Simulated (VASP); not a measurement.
# Ti in VASP: further runs, part 2 of 2

VASP 6.6.1. Earlier steps stand in the parts before.

## Step 5: Single point, PBEsol (strain -0.015 along x and y, -0.030 along z)

INCAR reads:

```
SYSTEM = Ti
ALGO = Fast
EDIFF = 1E-6
ENCUT = 520
GGA = PS
ISIF = 2
ISMEAR = 0
LASPH = .True.
LCHARG = .True.
LELF = .True.
LREAL = .False.
LVHAR = .True.
LWAVE = .False.
NBANDS = 12
NELM = 100
PREC = Accurate
SIGMA = 0.15
```

KPOINTS reads:

```
k-points
0
Gamma
  20 20 20
  0 0 0
```

POSCAR reads:

```
Ti
1.0
    0.0000000000      1.9995500000      1.9691000000
    1.9995500000      0.0000000000      1.9691000000
    1.9995500000      1.9995500000      0.0000000000
Ti
1
Direct
    0.0000000000      0.0000000000      0.0000000000
```

Potentials or basis: VASP PAW PBE potentials, release 64 (Ti_sv).

On the command line:

```bash
> cat potpaw_PBE.64/Ti_sv/POTCAR > POTCAR
> mpirun -np 1 vasp_std > vasp.out
```

OUTCAR:

```text
SYSTEM = Ti
   EDIFF = 1E-6
   ENCUT = 520
   GGA = PS
   ISIF = 2
   ISMEAR = 0
   LASPH = .True.
   LREAL = .False.
   NELM = 100
   PREC = Accurate

 ion  position               nearest neighbor table
   1  0.000  0.000  0.000-

  LATTYP: Found a body centered tetragonal cell.
 ALAT       =     2.8277907286
 C/A-ratio  =     1.3926773152

  Lattice vectors:

 A1 = (   0.0000000000,  -1.9995500000,  -1.9691000000)
 A2 = (   0.0000000000,   1.9995500000,  -1.9691000000)
 A3 = (   1.9995500000,   0.0000000000,   1.9691000000)

Analysis of symmetry for initial positions (statically):
=====================================================================
 Subroutine PRICEL returns:
 Original cell was already a primitive cell.

 Routine SETGRP: Setting up the symmetry group for a
 body centered tetragonal supercell.

 Subroutine GETGRP returns: Found 16 space group operations
 (whereof 16 operations were pure point group operations)
 out of a pool of 16 trial point group operations.

The static configuration has the point symmetry D_4h.

Analysis of symmetry for dynamics (positions and initial velocities):
[... 162 lines left out ...]
 cond. band min:       9.1731726114   @ k =  -0.3000   0.2500   0.0500
 fundamental gap:      0.0046909739
 Fermi energy:         9.1730773101

 k-point     1 :       0.0000    0.0000    0.0000
  band No.  band energies     occupation
      1     -47.1475      2.00000
      2     -22.9675      2.00000
      3     -22.9675      2.00000
      4     -22.9643      2.00000
      5       2.8558      2.00000
      6      10.0606      0.00000
      7      10.0606      0.00000
      8      10.1942      0.00000
      9      11.8817      0.00000
     10      12.0396      0.00000
     11      24.9880      0.00000
     12      29.7684      0.00000
[... 331 lines left out ...]
 k-point    24 :      -0.3500    0.0500    0.0000
  band No.  band energies     occupation
      1     -46.9915      2.00000
      2     -23.7407      2.00000
      3     -23.0807      2.00000
      4     -23.0670      2.00000
      5       6.0501      2.00000
      6       9.3058      0.21096
      7      10.0954      0.00000
      8      10.1452      0.00000
      9      12.5791      0.00000
     10      12.9978      0.00000
     11      20.2341      0.00000
     12      24.9134      0.00000

 [... further k-points ...]
[... 5 lines left out ...]
  --------------------------------------------------------------------------------------
  -------------------------------------------------------------------------------------
  Total        0.6548872      0.6548872      0.7108737      0.0000000      0.0000000      0.0000000
  in kB       66.6368964     66.6368964     72.3337059      0.0000000      0.0000000      0.0000000
  external PRESSURE =      68.5358329 kB  Pullay stress =       0.0000000 kB

 VOLUME and BASIS-vectors are now :
 -----------------------------------------------------------------------------
  energy-cutoff  :      520.00
  volume of cell :       15.75
      direct lattice vectors                 reciprocal lattice vectors
     0.000000000  1.999550000  1.969100000    -0.250056263  0.250056263  0.253923112
     1.999550000  0.000000000  1.969100000     0.250056263 -0.250056263  0.253923112
     1.999550000  1.999550000  0.000000000     0.250056263  0.250056263 -0.253923112

 POSITION                                       TOTAL-FORCE (eV/Angst)
 -----------------------------------------------------------------------------------
      0.00000      0.00000      0.00000        -0.000000      0.000000      0.000000
 -----------------------------------------------------------------------------------
    total drift:                                0.000000      0.000000     -0.000000

  FREE ENERGIE OF THE ION-ELECTRON SYSTEM (eV)
  ---------------------------------------------------
  free  energy   TOTEN  =        -8.2733794917 eV

  energy  without entropy=       -8.2562130405  energy(sigma->0) =       -8.26479627
```

Run time: 68 s. Hardware: 1 thread of Intel Xeon 6975P-C (Granite Rapids), shared host; peak memory 0.23 GiB.

Results:

```yaml
Free_energy: -8.2734 eV
Pressure: 6.9 GPa
Band_gap_on_the_k_mesh: zero (band 6 reaches 10.09 eV, above the bottom of band 7 at 8.73 eV)
```

Caveat: the cell differs from its parent crystal (strain -0.015 along x and y, -0.030 along z); the PAW data sets were made with another functional, which shifts forces and pressure a little.

## Step 6: Single point, PBEsol (strain -0.030 along x and y, +0.015 along z)

INCAR reads:

```
ALGO = Fast ; EDIFF = 1E-6
ENCUT = 520 ; GGA = PS
ISIF = 2 ; ISMEAR = 0
LASPH = True ; LCHARG = True
LELF = True ; LREAL = False
LVHAR = True ; LWAVE = False
NBANDS = 12 ; NELM = 100
PREC = Accurate ; SIGMA = 0.15
```

KPOINTS reads:

```
k-points
0
Gamma
  20 20 20
```

POSCAR reads:

```
Ti
1.0
    0.0000000000      1.9691000000      2.0604500000
    1.9691000000      0.0000000000      2.0604500000
    1.9691000000      1.9691000000      0.0000000000
Ti
1
Direct
    0.0000000000      0.0000000000      0.0000000000
```

Potentials or basis: VASP PAW PBE potentials, release 64 (Ti_sv).

On the command line:

```bash
> cat potpaw_PBE.64/Ti_sv/POTCAR > POTCAR
> mpirun -np 1 vasp_std > vasp.out
```

OUTCAR:

```text
EDIFF = 1E-6
   ENCUT = 520
   GGA = PS
   ISIF = 2
   ISMEAR = 0
   LASPH = True
   LREAL = False
   NELM = 100
   PREC = Accurate

 ion  position               nearest neighbor table
   1  0.000  0.000  0.000-

  LATTYP: Found a body centered tetragonal cell.
 ALAT       =     2.7847279257
 C/A-ratio  =     1.4798214081

  Lattice vectors:

 A1 = (  -1.9691000000,   0.0000000000,   2.0604500000)
 A2 = (   1.9691000000,   0.0000000000,   2.0604500000)
 A3 = (   0.0000000000,   1.9691000000,  -2.0604500000)

Analysis of symmetry for initial positions (statically):
=====================================================================
 Subroutine PRICEL returns:
 Original cell was already a primitive cell.

 Routine SETGRP: Setting up the symmetry group for a
 body centered tetragonal supercell.

 Subroutine GETGRP returns: Found 16 space group operations
 (whereof 16 operations were pure point group operations)
 out of a pool of 16 trial point group operations.

The static configuration has the point symmetry D_4h.

Analysis of symmetry for dynamics (positions and initial velocities):
=====================================================================
 Subroutine PRICEL returns:
 Original cell was already a primitive cell.

 Routine SETGRP: Setting up the symmetry group for a
 body centered tetragonal supercell.

 Subroutine GETGRP returns: Found 16 space group operations
 (whereof 16 operations were pure point group operations)
 out of a pool of 16 trial point group operations.

The dynamic configuration has the point symmetry D_4h.

 Subroutine INISYM returns: Found 16 space group operations
 (whereof 16 operations are pure point group operations),
 and found     1 'primitive' translations

----------------------------------------------------------------------------------------

                                     Primitive cell

[... 110 lines left out ...]
  Fermi-wavevector in a.u.,A,eV,Ry     =   1.488079  2.812062 30.128464  2.214380
  Thomas-Fermi vector in A             =   2.601159
   LORBIT       =      0    0 simple, 1 ext, 2 COOP (PROOUT), +10 PAW based schemes
   GGA     = PS    functional components
   LHFCALC =     F    Hartree Fock is set to
   AEXX    =    0.0000 exact exchange contribution
   IVDW    =     0    specifies the selected vdW correction
   LEPSILON=     F    determine dielectric tensor
   LRPA    =     F    only Hartree local field effects (RPA)
 non-spin polarized calculation
 RMM-DIIS sequential band-by-band and
 Gauss-broadening in eV      SIGMA  =   0.15
  energy-cutoff  :      520.00
  volume of cell :       15.98
 maximum number of plane-waves:       440
 NGX is ok and might be reduce to    24
   NGX = 11   NGY = 11   NGZ = 11

 number of electron      11.9999999 magnetization

 Free energy of the ion-electron system (eV)
  ---------------------------------------------------
  ext. energy  EPLUGINS =         0.00000000
  ---------------------------------------------------
  free energy    TOTEN  =        -8.27998919 eV

  energy without entropy =       -8.26154972  energy(sigma->0) =       -8.27076945

 E-fermi :   9.0001     XC(G=0): -12.0403

 val. band max:        8.9996243967   @ k =  -0.2500   0.0500   0.2500
 cond. band min:       9.0005298687   @ k =  -0.2500   0.2500   0.1000
 fundamental gap:      0.0009054720
 Fermi energy:         9.0001272378

 k-point     1 :       0.0000    0.0000    0.0000
  band No.  band energies     occupation
      1     -47.3368      2.00000
      2     -23.1855      2.00000
      3     -23.1744      2.00000
      4     -23.1744      2.00000
      5       2.7208      2.00000
      6       9.6678      0.00000
      7      10.0749      0.00000
      8      10.0749      0.00000
      9      11.4975      0.00000
     10      11.9784      0.00000
     11      24.7706      0.00000
     12      28.7975      0.00000
[... 331 lines left out ...]
 k-point    24 :      -0.3500    0.0500    0.0000
  band No.  band energies     occupation
      1     -47.1879      2.00000
      2     -23.9287      2.00000
      3     -23.3178      2.00000
      4     -23.2400      2.00000
      5       5.9245      2.00000
      6       9.1205      0.25657
      7       9.7073      0.00000
      8      10.2020      0.00000
      9      12.3244      0.00000
     10      12.8284      0.00000
     11      19.8423      0.00000
     12      24.5032      0.00000

 [... further k-points ...]
[... 5 lines left out ...]
  --------------------------------------------------------------------------------------
  -------------------------------------------------------------------------------------
  Total        0.5294456      0.5294456      0.3761926      0.0000000      0.0000000      0.0000000
  in kB       53.0889736     53.0889736     37.7218669      0.0000000      0.0000000      0.0000000
  external PRESSURE =      47.9666047 kB  Pullay stress =       0.0000000 kB

 VOLUME and BASIS-vectors are now :
 -----------------------------------------------------------------------------
  energy-cutoff  :      520.00
  volume of cell :       15.98
      direct lattice vectors                 reciprocal lattice vectors
     0.000000000  1.969100000  2.060450000    -0.253923112  0.253923112  0.242665437
     1.969100000  0.000000000  2.060450000     0.253923112 -0.253923112  0.242665437
     1.969100000  1.969100000  0.000000000     0.253923112  0.253923112 -0.242665437

 POSITION                                       TOTAL-FORCE (eV/Angst)
 -----------------------------------------------------------------------------------
      0.00000      0.00000      0.00000        -0.000000      0.000000      0.000000
 -----------------------------------------------------------------------------------
    total drift:                                0.000000      0.000000      0.000000

  FREE ENERGIE OF THE ION-ELECTRON SYSTEM (eV)
  ---------------------------------------------------
  free  energy   TOTEN  =        -8.2799891886 eV

  energy  without entropy=       -8.2615497179  energy(sigma->0) =       -8.27076945
```

It took 78 s on 1 thread of Intel Xeon 6975P-C (Granite Rapids), shared host; peak memory 0.23 GiB.

What came out:

- Free energy: -8.2800 eV
- Pressure: 4.8 GPa
- Band gap on the k mesh: zero (band 6 reaches 9.78 eV, above the bottom of band 7 at 8.45 eV)

Stress tensor (GPa, compression positive):
```
5.31 0.00 0.00
0.00 5.31 0.00
0.00 0.00 3.77
```

Levels at points of the mesh, in eV from the Fermi level:
```tsv
k point	band 3	band 4	band 5	band 6	band 7	band 8	band 9	band 10
(0.00, 0.00, 0.00)	-32.17	-32.17	-6.28	0.67	1.07	1.07	2.50	2.98
(0.50, 0.00, 0.00)	-32.32	-32.26	-2.79	0.57	0.89	1.01	3.89	4.06
(0.50, 0.50, 0.00)	-32.44	-32.44	-2.89	-1.88	2.68	3.98	4.28	4.28
(0.50, 0.00, 0.50)	-32.55	-32.47	-2.88	-1.97	3.56	3.93	4.14	4.46
```

Caveat: the cell differs from its parent crystal (strain -0.030 along x and y, +0.015 along z); the PAW data sets were made with another functional, which shifts forces and pressure a little.

## Step 7: Summary

```tsv
cell	gap on the mesh (eV)	pressure (GPa)
a = 2.957 Å, angles 60.0°, 1 atom	none	-9.1
a = 2.806, b = 2.806, c = 2.785 Å, angles 60.3, 60.3, 59.5°, 1 atom	none	9.1
a = 2.828, b = 2.828, c = 2.785 Å, angles 60.5, 60.5, 59.0°, 1 atom	none	7.0
a = 2.806, b = 2.806, c = 2.828 Å, angles 59.7, 59.7, 60.5°, 1 atom	none	6.9
a = 2.850, b = 2.850, c = 2.785 Å, angles 60.8, 60.8, 58.5°, 1 atom	none	4.8
```

Alike in all rows: task single point; level PBEsol; potentials or basis VASP PAW PBE potentials, release 64 (Ti_sv); no spin polarisation; k mesh 20 × 20 × 20; cutoff (eV) 520; smearing gaussian 0.15 eV.

Caveats: the PAW data sets were made with another functional, which shifts forces and pressure a little.

Total energies depend on the potentials used, so only differences within one code and one set of settings carry meaning.
